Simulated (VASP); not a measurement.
# MnSn3 (Pm-3m) in VASP: notebook, part 2 of 2

VASP 6.6.1. Earlier steps stand in the parts before.

## 4. Single point, PBEsol, collinear spin, ferromagnetic start

This run uses another cell than the first one, of 19.55 Å³/atom.

Contents of INCAR:

```
SYSTEM = MnSn3
PREC = Accurate ; ENCUT = 520
EDIFF = 1E-7 ; ISMEAR = 0
SIGMA = 0.1 ; LREAL = .FALSE.
LASPH = .TRUE. ; NELM = 150
ALGO = Fast ; ISIF = 2
LWAVE = .FALSE. ; LCHARG = .FALSE.
ISPIN = 2 ; MAGMOM = 0 0 0 4
LORBIT = 11 ; LMAXMIX = 4
GGA = PS ; NBANDS = 40
```

Contents of KPOINTS:

```
Automatic mesh
0
G
  4 4 4
  0 0 0
```

Contents of POSCAR:

```
MnSn3
1.0
    4.2763074099      0.0000000000      0.0000000000
    0.0000000000      4.2763074099      0.0000000000
    0.0000000000      0.0000000000      4.2763074099
Sn Mn
3 1
Direct
    0.0000000000      0.5000000000      0.5000000000
    0.5000000000      0.0000000000      0.5000000000
    0.5000000000      0.5000000000      0.0000000000
    0.0000000000      0.0000000000      0.0000000000
```

Run with:

```console
> cat potpaw_PBE.64/Sn_d/POTCAR potpaw_PBE.64/Mn_pv/POTCAR > POTCAR
> mpirun -np 1 vasp_std > vasp.out
```

It took 35 s on 1 thread of Intel Xeon 6975P-C (Granite Rapids), shared host; peak memory 0.22 GiB.

It converged, with:

* Free energy: -20.8738 eV
* Pressure: 12.9 GPa
* Net moment: 3.68 μB per cell
* Site moments: Sn -0.02; Mn +3.57 μB
* Valence electrons inside the program's atomic spheres: Sn 12.42; Mn 11.51

Levels at points of the mesh, in eV from the Fermi level:
Spin up:
| k point | band 26 | band 27 | band 28 | band 29 | band 30 | band 31 | band 32 | band 33 |
| --- | --- | --- | --- | --- | --- | --- | --- | --- |
| (0.00, 0.00, 0.00) | -2.69 | -2.69 | -1.50 | -1.50 | -0.25 | 3.03 | 3.03 | 3.03 |
| (0.50, 0.00, 0.00) | -2.63 | -0.85 | -0.85 | -0.80 | -0.80 | 0.17 | 0.33 | 1.59 |
| (0.50, 0.50, 0.00) | -2.49 | -2.41 | -0.04 | 0.19 | 1.06 | 1.06 | 1.63 | 1.63 |
| (0.50, 0.50, 0.50) | -2.49 | -2.49 | -1.90 | -1.90 | -1.90 | -1.72 | 8.02 | 8.02 |
Spin down:
```
           k point  band 22  band 23  band 24  band 25  band 26  band 27  band 28  band 29
(0.00, 0.00, 0.00)    -4.13    -4.13    -4.13     0.31     0.31     0.31     0.42     1.20
(0.50, 0.00, 0.00)    -3.03    -3.03    -1.98    -0.71    -0.71    -0.09     0.34     0.50
(0.50, 0.50, 0.00)    -6.08    -1.51    -1.51    -0.54     0.00     0.38     0.56     1.14
(0.50, 0.50, 0.50)    -6.50    -5.13    -5.13    -5.13    -0.81     0.73     0.73     1.25
```

Caveat: the k points lie up to 0.37 Å⁻¹ apart; the PAW data sets were made with another functional, which shifts forces and pressure a little; spin-orbit coupling is left out, which moves the levels of the heavy elements.

## 5. Single point, PBEsol

This run uses another cell than the first one, of 20.71 Å³/atom.

Contents of INCAR:

```
PREC     = Accurate       # precision mode
ENCUT    = 520            # plane-wave cutoff, eV
EDIFF    = 1E-6           # SCF threshold, eV
ISMEAR   = 0              # smearing method
SIGMA    = 0.1            # smearing width, eV
LREAL    = False          # projectors in reciprocal space
LASPH    = True           # aspherical terms in the spheres
NELM     = 80             # most SCF steps
ALGO     = Fast           # electronic algorithm
ISIF     = 2              # what is computed and relaxed
LWAVE    = False          # write WAVECAR
LCHARG   = False          # write CHGCAR
GGA      = PS             # functional
NBANDS   = 36             # bands
```

Contents of KPOINTS:

```
regular mesh
0
Gamma
  10 10 10
```

Contents of POSCAR:

```
MnSn3
1.0
    4.3590044168      0.0000000000      0.0000000000
    0.0000000000      4.3590044168      0.0000000000
    0.0000000000      0.0000000000      4.3590044168
Sn Mn
3 1
Direct
    0.0000000000      0.5000000000      0.5000000000
    0.5000000000      0.0000000000      0.5000000000
    0.5000000000      0.5000000000      0.0000000000
    0.0000000000      0.0000000000      0.0000000000
```

Potentials or basis: VASP PAW PBE potentials, release 64 (Sn_d, Mn_pv).

Run with:

```console
> cat potpaw_PBE.64/Sn_d/POTCAR potpaw_PBE.64/Mn_pv/POTCAR > POTCAR
> mpirun -np 1 vasp_std > vasp.out
```

OUTCAR:

```text
PREC = Accurate
   ENCUT = 520
   EDIFF = 1E-6
   ISMEAR = 0
   LREAL = False
   LASPH = True
   NELM = 80
   ISIF = 2
   GGA = PS

 ion  position               nearest neighbor table
   1  0.000  0.500  0.500-   2 3.08   3 3.08   4 3.08   3 3.08   4 3.08   2 3.08   4 3.08   4 3.08
                             2 3.08   3 3.08   3 3.08   2 3.08
   2  0.500  0.000  0.500-   1 3.08   3 3.08   4 3.08   3 3.08   4 3.08   1 3.08   3 3.08   3 3.08
                             1 3.08   4 3.08   4 3.08   1 3.08
   3  0.500  0.500  0.000-   1 3.08   2 3.08   4 3.08   1 3.08   2 3.08   2 3.08   4 3.08   2 3.08
[... 1142 lines left out ...]
  -------------------------------------------------------------------------------------
  Total       -0.0236072     -0.0236072     -0.0236072      0.0000000      0.0000000     -0.0000000
  in kB       -0.4566596     -0.4566596     -0.4566596      0.0000000      0.0000000     -0.0000000
  external PRESSURE =      -0.4566596 kB  Pullay stress =       0.0000000 kB

 VOLUME and BASIS-vectors are now :
 -----------------------------------------------------------------------------
  energy-cutoff  :      520.00
  volume of cell :       82.83
      direct lattice vectors                 reciprocal lattice vectors
     4.359004417  0.000000000  0.000000000     0.229410183  0.000000000  0.000000000
     0.000000000  4.359004417  0.000000000     0.000000000  0.229410183  0.000000000
     0.000000000  0.000000000  4.359004417     0.000000000  0.000000000  0.229410183

 POSITION                                       TOTAL-FORCE (eV/Angst)
 -----------------------------------------------------------------------------------
      0.00000      2.17950      2.17950         0.000000      0.000000      0.000000
      2.17950      0.00000      2.17950         0.000000      0.000000      0.000000
      2.17950      2.17950      0.00000         0.000000      0.000000      0.000000
      0.00000      0.00000      0.00000         0.000000      0.000000      0.000000
 -----------------------------------------------------------------------------------
    total drift:                                0.000000     -0.000000     -0.000000

  FREE ENERGIE OF THE ION-ELECTRON SYSTEM (eV)
  ---------------------------------------------------
  free  energy   TOTEN  =       -19.7931543968 eV

  energy  without entropy=      -19.7562165657  energy(sigma->0) =      -19.77468548
```

stdout:

```text
POSCAR found type information on POSCAR SnMn
 POSCAR found :  2 types and       4 ions
 scaLAPACK will be used
 -----------------------------------------------------------------------------
|                                                                             |
|                                                                             |
|     You enforced a specific xc type in the INCAR file but a different       |
|     I HOPE YOU KNOW WHAT YOU ARE DOING!                                     |
|                                                                             |
 -----------------------------------------------------------------------------

 LDA part: xc-table for (Slater+PW92), standard interpolation
 POSCAR, INCAR and KPOINTS ok, starting setup
 FFT: planning ... GRIDC
 FFT: planning ... GRID_SOFT
 FFT: planning ... GRID
 WAVECAR not read
 entering main loop
WARNING in EDDRMM: call to ZHEGV failed, returncode =   8  4     35
```

It took 66 s on 1 thread of Intel Xeon 6975P-C (Granite Rapids), shared host; peak memory 0.27 GiB.

What came out:

```yaml
Free_energy: -19.7932 eV
Pressure: 0.0 GPa
Band_gap_on_the_k_mesh: zero (an odd number of electrons rules out a gap without spin polarisation)
```

Levels at points of the mesh, in eV from the Fermi level:
| k point | band 23 | band 24 | band 25 | band 26 | band 27 | band 28 | band 29 | band 30 | band 31 | band 32 |
| --- | --- | --- | --- | --- | --- | --- | --- | --- | --- | --- |
| (0.00, 0.00, 0.00) | -3.67 | -3.67 | -0.40 | -0.40 | -0.40 | 0.37 | 0.37 | 0.44 | 3.15 | 3.15 |
| (0.50, 0.00, 0.00) | -2.78 | -1.88 | -0.46 | -0.38 | -0.37 | -0.37 | 0.67 | 0.68 | 0.68 | 0.85 |
| (0.50, 0.50, 0.00) | -1.58 | -1.58 | -0.71 | -0.23 | -0.18 | 0.12 | 0.80 | 1.30 | 1.30 | 2.51 |
| (0.50, 0.50, 0.50) | -4.49 | -4.49 | -4.49 | -0.68 | -0.07 | -0.07 | 0.31 | 0.31 | 0.31 | 7.72 |

Caveat: the PAW data sets were made with another functional, which shifts forces and pressure a little; spin-orbit coupling is left out, which moves the levels of the heavy elements; the run has no spin polarisation, though such a crystal can be magnetic. Spin polarisation is off, so any magnetic state and its effect on volume and gap are missing.

## 6. The runs side by side

| task | spin | cell | k mesh | cutoff (eV) | gap on the mesh (eV) | pressure (GPa) | moment (μB) |
| --- | --- | --- | --- | --- | --- | --- | --- |
| relaxation of cell and atoms | off | relaxed from a = 4.514 Å, 4 atoms | 10 × 10 × 10 | 600 | none | 0.0 | - |
| single point | collinear, ferromagnetic start | a = 4.514 Å, 4 atoms | 10 × 10 × 10 | 520 | none | -0.1 | 4.06 |
| single point | collinear, ferromagnetic start | a = 4.276 Å, 4 atoms | 4 × 4 × 4 | 520 | none | 12.9 | 3.68 |
| single point | off | a = 4.359 Å, 4 atoms | 10 × 10 × 10 | 520 | none | 0.0 | - |

Alike in all rows: level PBEsol; potentials or basis VASP PAW PBE potentials, release 64 (Sn_d, Mn_pv); smearing gaussian 0.1 eV.

Caveats: some runs use coarse meshes; the PAW data sets were made with another functional, which shifts forces and pressure a little; spin-orbit coupling is left out, which moves the levels of the heavy elements.

Total energies depend on the potentials used, so only differences within one code and one set of settings carry meaning.
